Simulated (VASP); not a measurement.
Set up this calculation in VASP 6.6.1, as the native input.

```
Task                   : relaxation of the atoms
Functional             : PBE
Dispersion             : D3(BJ)
Potentials or basis    : VASP PAW PBE potentials, release 64 (C, N, H)
Cutoff                 : 520 eV
k mesh                 : 1 × 1 × 1
Occupations            : gaussian, width 0.005 eV
Spin                   : no spin polarisation
Dipole correction      : no
Further INCAR settings : ALGO = Normal; EDIFF = 1e-06; ISYM = 0; IBRION = 2; EDIFFG = -0.01; NSW = 100
```

The structure of CNH5 lies in POSCAR:

```
H5CN
1.0
   14.0000000000      0.0000000000      0.0000000000
    0.0000000000     14.5000000000      0.0000000000
    0.0000000000      0.0000000000     15.0000000000
C N H
1 1 5
Direct
    0.4522980949      0.5040112812      0.4821206315
    0.5513179911      0.4905897483      0.4621759086
    0.4090050754      0.4535017078      0.4443814742
    0.4300042286      0.5762338151      0.4607252730
    0.4365662387      0.4951814369      0.5556185258
    0.5693228229      0.4237661849      0.4853355282
    0.5909949246      0.5370151197      0.5018640604
```

One way to write it, as run:

INCAR

```
ALGO     = Normal         # electronic algorithm
EDIFF    = 1E-6           # SCF threshold, eV
EDIFFG   = -0.01          # ionic threshold
ENCUT    = 520            # plane-wave cutoff, eV
GGA      = PE             # functional
IBRION   = 2              # ionic algorithm
ISIF     = 2              # what is computed and relaxed
ISMEAR   = 0              # smearing method
ISYM     = 0            
IVDW     = 12             # dispersion correction
LASPH    = T              # aspherical terms in the spheres
LCHARG   = F              # write CHGCAR
LREAL    = F              # projectors in reciprocal space
LWAVE    = F              # write WAVECAR
NELM     = 100            # most SCF steps
NSW      = 100            # ionic steps
PREC     = Accurate       # precision mode
SIGMA    = 0.005          # smearing width, eV
```

KPOINTS

```
k-points
0
Gamma
  1 1 1
```

Potentials or basis: VASP PAW PBE potentials, release 64 (C, N, H).

Launch:

```console
$ cat potpaw_PBE.64/C/POTCAR potpaw_PBE.64/N/POTCAR potpaw_PBE.64/H/POTCAR > POTCAR
$ mpirun -np 1 vasp_gam > vasp.out
```

It gave:

The energy gained by relaxing is 19.9 meV/atom and the ionic steps are 24. The largest force after relaxing is 0.008 eV/Å, the gap between the frontier levels is 4.75 eV and the dispersion energy per atom is -0.010 eV.

Wall time 37 min on 1 thread of Intel Xeon 6975P-C, on a shared host, peak memory 1.9 GiB.
